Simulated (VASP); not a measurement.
Wanted: the native input for a VASP 6.6.1 run.

| Property | Result |
| --- | --- |
| Task | single point |
| Functional | r2SCAN50 |
| Potentials or basis | VASP PAW PBE potentials, release 64 (Re) |
| Cutoff | 520 eV |
| k mesh | 6 × 6 × 3 |
| Occupations | fermi-dirac, width 0.05 eV |
| Spin | no spin polarisation |
| Dipole correction | no |
| Grid for exact exchange (PRECFOCK) | Normal |
| Further INCAR settings | ALGO = Normal; EDIFF = 1e-06; NBANDS = 14 |
| Share of exact exchange | 0.5 |

Re:

```xyz
2
Lattice="2.7608 0.0000 0.0000 -1.3804 2.3909 0.0000 0.0000 0.0000 4.4582" Properties=species:S:1:pos:R:3 pbc="T T T"
Re    1.3804    0.7970    3.3436
Re    0.0000    1.5939    1.1145
```

The input as run:

POSCAR

```
Re
1.0
    2.7608000000      0.0000000000      0.0000000000
   -1.3804000000      2.3909229348      0.0000000000
    0.0000000000      0.0000000000      4.4582000000
Re
2
Direct
    0.6666666667      0.3333333333      0.7500000000
    0.3333333333      0.6666666667      0.2500000000
```

INCAR.step1

```
SYSTEM = Re
  PREC = Accurate
  ENCUT = 520
  EDIFF = 1E-5
  ISMEAR = -1
  SIGMA = 0.05
  LREAL = .FALSE.
  LASPH = .TRUE.
  NELM = 100
  ALGO = Normal
  ISIF = 2
  LWAVE = .TRUE.
  NBANDS = 14
  GGA = PE
```

INCAR.step2

```
SYSTEM = Re
  PREC = Accurate
  ENCUT = 520
  EDIFF = 1E-6
  ISMEAR = -1
  SIGMA = 0.05
  LREAL = .FALSE.
  LASPH = .TRUE.
  NELM = 100
  ALGO = Normal
  ISIF = 2
  LWAVE = .FALSE.
  LCHARG = .TRUE.
  METAGGA = R2SCAN
  LHFCALC = .TRUE.
  AEXX = 0.5
  LMIXTAU = .TRUE.
  PRECFOCK = Normal
  LELF = .TRUE.
  LVHAR = .TRUE.
  NBANDS = 14
  ISTART = 1
```

KPOINTS

```
regular mesh
0
G
  6 6 3
  0 0 0
```

Potentials or basis: VASP PAW PBE potentials, release 64 (Re).

Run with:

```console
$ cat potpaw_PBE.64/Re/POTCAR > POTCAR
$ cp INCAR.step1 INCAR
$ mpirun -np 1 vasp_std > vasp.out
$ cp INCAR.step2 INCAR
$ mpirun -np 1 vasp_std > vasp.out
```

It gave:

| Item | Value |
| --- | --- |
| Pressure | -27.9 GPa |
| Band gap on the k mesh | zero (bands 7 and 8 overlap by 4.68 eV) |

Caveat: the k points lie up to 0.47 Å⁻¹ apart, too coarse for converged energies and pressures of a metal; the PAW data sets were made with another functional, which shifts forces and pressure a little; spin-orbit coupling is left out, which moves the levels of the heavy elements.

Run time: 44 min on 1 thread of Intel(R) Xeon(R) Platinum 8259CL CPU @ 2.50GHz (Skylake/Cascade Lake) (shared host), peak memory 0.17 GiB.
